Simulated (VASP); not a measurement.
# Ta2N (P-3m1) in VASP: a series of runs, part 2 of 2

VASP 6.6.1.

### 4 Single point, r2SCAN

This run uses another cell than the first one, of 13.13 Å³/atom.

File POSCAR:

```
Ta2N
1.0
    3.0526983617      0.0000000000      0.0000000000
   -1.5263491808      2.6437143313      0.0000000000
    0.0000000000      0.0000000000      4.8802846424
Ta N
2 1
Direct
    0.3333333333      0.6666666667      0.2579471457
    0.6666666667      0.3333333333      0.7420528543
    0.0000000000      0.0000000000      0.0000000000
```

File INCAR.step1:

```
PREC     = Accurate       # precision mode
ENCUT    = 770            # plane-wave cutoff, eV
ISMEAR   = -1             # smearing method
SIGMA    = 0.05           # smearing width, eV
LREAL    = False          # projectors in reciprocal space
LASPH    = True           # aspherical terms in the spheres
NELM     = 120            # most SCF steps
NBANDS   = 22             # bands
GGA      = PE             # functional
ALGO     = Normal         # electronic algorithm
EDIFF    = 1E-5           # SCF threshold, eV
LWAVE    = True           # write WAVECAR
LCHARG   = False          # write CHGCAR
GGA_COMPAT= False
```

File INCAR.step2:

```
PREC     = Accurate       # precision mode
ENCUT    = 770            # plane-wave cutoff, eV
EDIFF    = 1E-6           # SCF threshold, eV
ISMEAR   = -1             # smearing method
SIGMA    = 0.05           # smearing width, eV
LREAL    = False          # projectors in reciprocal space
LASPH    = True           # aspherical terms in the spheres
NELM     = 120            # most SCF steps
ALGO     = Normal         # electronic algorithm
ISIF     = 2              # what is computed and relaxed
LWAVE    = False          # write WAVECAR
LCHARG   = False          # write CHGCAR
METAGGA  = R2SCAN         # meta-GGA
LMIXTAU  = True         
NBANDS   = 22             # bands
ISTART   = 1            
GGA_COMPAT= False
```

File KPOINTS:

```
Automatic mesh
0
Gamma
  10 10 6
```

The run is started by

```bash
> cat potpaw_PBE.64/Ta_sv_GW/POTCAR potpaw_PBE.64/N/POTCAR > POTCAR
> cp INCAR.step1 INCAR
> mpirun -np 1 vasp_std > vasp.out
> cp INCAR.step2 INCAR
> mpirun -np 1 vasp_std > vasp.out
```

It took 14 min on 1 thread of AMD EPYC 7R43 (Zen 3), shared host; peak memory 0.24 GiB.

The run converged. Its results:

* Free energy: -114.0909 eV
* Pressure: 4.8 GPa
* Largest force: 0.051 eV/Å
* Band gap on the k mesh: zero (an odd number of electrons rules out a gap without spin polarisation)

Forces in eV/Å, atoms in the order of the input:
```
Ta   0.000  0.000  0.051
Ta   0.000  0.000 -0.051
N    0.000  0.000  0.000
```

Levels at points of the mesh, in eV from the Fermi level:
```csv
k point,band 13,band 14,band 15,band 16,band 17,band 18,band 19,band 20
"(0.00, 0.00, 0.00)",-5.49,-0.88,-0.24,-0.24,0.04,0.55,0.55,1.14
"(0.50, 0.00, 0.00)",-4.96,-2.96,-1.54,1.53,2.20,4.26,4.33,4.52
"(0.00, 0.00, 0.50)",-3.42,-3.02,-1.07,-1.07,1.75,2.46,2.57,2.57
"(0.50, 0.00, 0.50)",-3.58,-2.49,-2.30,-0.67,0.73,3.85,4.08,4.45
```

Caveat: the cell stands under pressure; the PAW data sets were made with another functional, which shifts forces and pressure a little; spin-orbit coupling is left out, which moves the levels of the heavy elements.

### 5 Single point, PBEsol+U

This run uses another cell than the first one, of 14.44 Å³/atom.

File INCAR:

```
SYSTEM = Ta2N
PREC     = Accurate       ! precision mode
ENCUT    = 700            ! plane-wave cutoff, eV
EDIFF    = 1E-6           ! SCF threshold, eV
ISMEAR   = 0              ! smearing method
SIGMA    = 0.1            ! smearing width, eV
LREAL    = .False.        ! projectors in reciprocal space
LASPH    = .True.         ! aspherical terms in the spheres
NELM     = 200            ! most SCF steps
ALGO     = Normal         ! electronic algorithm
ISIF     = 2              ! what is computed and relaxed
LWAVE    = .False.        ! write WAVECAR
LCHARG   = .True.         ! write CHGCAR
LMAXMIX  = 4              ! l up to which the mixer works
LDAU     = .True.         ! DFT+U
LDAUTYPE = 2            
LDAUL    = 2 -1           ! shell
LDAUU    = 2 0            ! U, eV
LDAUJ    = 0 0          
LDAUPRINT= 1            
GGA      = PS             ! functional
LELF     = .True.         ! ELF
LVHAR    = .True.       
NBANDS   = 22             ! bands
GGA_COMPAT= .False.
```

File KPOINTS:

```
Automatic mesh
0
Gamma
  10 10 6
  0 0 0
```

File POSCAR:

```
Ta2N
1.0
    3.1739135059      0.0000000000      0.0000000000
   -1.5869567530      2.7486897255      0.0000000000
    0.0000000000      0.0000000000      4.9653523268
Ta N
2 1
Direct
    0.3333333333      0.6666666667      0.2547110000
    0.6666666667      0.3333333333      0.7452890000
    0.0000000000      0.0000000000      0.0000000000
```

The run is started by

```bash
> cat potpaw_PBE.64/Ta_sv_GW/POTCAR potpaw_PBE.64/N/POTCAR > POTCAR
> mpirun -np 1 vasp_std > vasp.out
```

Wall time 98 s (1 thread of Intel Xeon Platinum 8259CL at 2.50GHz (Skylake/Cascade Lake), shared host); peak memory 0.26 GiB.

It converged, with:

| Quantity | Value |
| --- | --- |
| Free energy | -37.7832 eV |
| Pressure | -17.9 GPa |
| Largest force | 0.305 eV/Å |
| Band gap on the k mesh | zero (an odd number of electrons rules out a gap without spin polarisation) |

Forces in eV/Å, atoms in the order of the input:
```
Ta   0.000  0.000 -0.305
Ta   0.000  0.000  0.305
N    0.000  0.000  0.000
```

Stress tensor (GPa, compression positive):
```
-18.61   0.00   0.00
  0.00 -18.61   0.00
  0.00   0.00 -16.51
```

Levels at points of the mesh, in eV from the Fermi level:
| k point | band 12 | band 13 | band 14 | band 15 | band 16 | band 17 | band 18 | band 19 |
| --- | --- | --- | --- | --- | --- | --- | --- | --- |
| (0.00, 0.00, 0.00) | -5.81 | -5.25 | -0.62 | -0.19 | -0.19 | 0.19 | 0.29 | 0.29 |
| (0.50, 0.00, 0.00) | -6.13 | -4.27 | -2.66 | -1.55 | 1.64 | 1.72 | 3.40 | 3.73 |
| (0.00, 0.00, 0.50) | -5.96 | -2.81 | -2.79 | -1.01 | -1.01 | 1.33 | 1.60 | 2.14 |
| (0.50, 0.00, 0.50) | -5.92 | -3.19 | -2.27 | -2.21 | -0.30 | 0.69 | 3.09 | 3.24 |

Eigenvalues of the final occupation matrices:
```
    site  spin  trace               eigenvalues
site 1 d     1   1.10  0.21 0.21 0.22 0.22 0.24
site 1 d     2   1.10  0.21 0.21 0.22 0.22 0.24
site 2 d     1   1.10  0.21 0.21 0.22 0.22 0.24
site 2 d     2   1.10  0.21 0.21 0.22 0.22 0.24
```

Caveat: the cell stands under tension; the PAW data sets were made with another functional, which shifts forces and pressure a little; spin-orbit coupling is left out, which moves the levels of the heavy elements; U without spin polarisation on a metal has little footing.

### 6 Single point, r2SCAN+D4

This run uses another cell than the first one, of 13.30 Å³/atom.

File POSCAR:

```
Ta2N
1.0
    3.0670224003      0.0000000000      0.0000000000
   -1.5335112001      2.6561193126      0.0000000000
    0.0000000000      0.0000000000      4.8964495216
Ta N
2 1
Direct
    0.3333333333      0.6666666667      0.2573813287
    0.6666666667      0.3333333333      0.7426186713
    0.0000000000      0.0000000000      0.0000000000
```

File INCAR.step1:

```
SYSTEM = Ta2N
PREC = Accurate
ENCUT = 770
ISMEAR = -1
SIGMA = 0.05
LREAL = .False.
LASPH = .True.
NELM = 120
NBANDS = 22
GGA = PE
ALGO = Normal
EDIFF = 1E-5
LWAVE = .True.
LCHARG = .False.
GGA_COMPAT = .False.
```

File INCAR.step2:

```
SYSTEM = Ta2N
PREC = Accurate
ENCUT = 770
EDIFF = 1E-6
ISMEAR = -1
SIGMA = 0.05
LREAL = .False.
LASPH = .True.
NELM = 120
ALGO = Normal
ISIF = 2
LWAVE = .False.
LCHARG = .False.
METAGGA = R2SCAN
LMIXTAU = .True.
IVDW = 13
VDW_S6 = 1.0
VDW_S8 = 0.6018749
VDW_A1 = 0.51559235
VDW_A2 = 5.77342911
NBANDS = 22
ISTART = 1
GGA_COMPAT = .False.
```

KPOINTS is that of step 5.

Potentials or basis: VASP PAW PBE potentials, release 64 (Ta_sv_GW, N).

The run is started by

```bash
> cat potpaw_PBE.64/Ta_sv_GW/POTCAR potpaw_PBE.64/N/POTCAR > POTCAR
> cp INCAR.step1 INCAR
> mpirun -np 1 vasp_std > vasp.out
> cp INCAR.step2 INCAR
> mpirun -np 1 vasp_std > vasp.out
```

Wall time 7.6 min (1 thread of AMD EPYC 7R43 (Zen 3), shared host); peak memory 0.25 GiB.

The run converged. Its results:

```
Free energy                : -114.4058 eV
Pressure                   : -0.2 GPa
Largest force              : 0.048 eV/Å
Band gap on the k mesh     : zero (an odd number of electrons rules out a gap without spin polarisation)
Dispersion energy per atom : -0.102 eV
```

Forces in eV/Å, atoms in the order of the input:
```
Ta   0.000  0.000  0.048
Ta   0.000  0.000 -0.048
N    0.000  0.000  0.000
```

Levels at points of the mesh, in eV from the Fermi level:
| k point | band 13 | band 14 | band 15 | band 16 | band 17 | band 18 | band 19 | band 20 |
| --- | --- | --- | --- | --- | --- | --- | --- | --- |
| (0.00, 0.00, 0.00) | -5.49 | -0.85 | -0.23 | -0.23 | 0.06 | 0.53 | 0.53 | 1.14 |
| (0.50, 0.00, 0.00) | -4.88 | -2.94 | -1.56 | 1.53 | 2.15 | 4.16 | 4.25 | 4.44 |
| (0.00, 0.00, 0.50) | -3.35 | -3.02 | -1.06 | -1.06 | 1.73 | 2.36 | 2.51 | 2.51 |
| (0.50, 0.00, 0.50) | -3.54 | -2.49 | -2.30 | -0.63 | 0.73 | 3.75 | 3.98 | 4.36 |

Caveat: the PAW data sets were made with another functional, which shifts forces and pressure a little; spin-orbit coupling is left out, which moves the levels of the heavy elements.

### 7 Summary

```csv
level,spin,U,cell,cutoff (eV),smearing,gap on the mesh (eV),pressure (GPa),largest force (eV/Å)
PBEsol,"non-collinear, zero start, SOC",-,"a = 3.113, b = 3.113, c = 4.870 Å, angles 90.0, 90.0, 120.0°, 3 atoms, atomic positions A",700,fermi-dirac 0.05 eV,-,-9.2,0.27
r2SCAN,off,-,"a = 2.979, b = 2.979, c = 4.783 Å, angles 90.0, 90.0, 120.0°, 3 atoms, atomic positions B",770,fermi-dirac 0.05 eV,none,29.9,0.06
r2SCAN,off,-,"a = 3.053, b = 3.053, c = 4.880 Å, angles 90.0, 90.0, 120.0°, 3 atoms, atomic positions C",770,fermi-dirac 0.05 eV,none,4.8,0.05
PBEsol+U,off,Ta d U = 2.0 eV,"a = 3.174, b = 3.174, c = 4.965 Å, angles 90.0, 90.0, 120.0°, 3 atoms, atomic positions A",700,gaussian 0.1 eV,none,-17.9,0.31
r2SCAN+D4,off,-,"a = 3.067, b = 3.067, c = 4.896 Å, angles 90.0, 90.0, 120.0°, 3 atoms, atomic positions D",770,fermi-dirac 0.05 eV,none,-0.2,0.05
```

Alike in all rows: task single point; potentials or basis VASP PAW PBE potentials, release 64 (Ta_sv_GW, N); k mesh 10 × 10 × 6.

Caveats: the PAW data sets were made with another functional, which shifts forces and pressure a little; spin-orbit coupling is left out, which moves the levels of the heavy elements (at least some runs); the cell stands under tension (at least some runs); the cell stands under pressure (at least some runs); U without spin polarisation on a metal has little footing (at least some runs).

Total energies depend on the potentials used, so only differences within one code and one set of settings carry meaning.
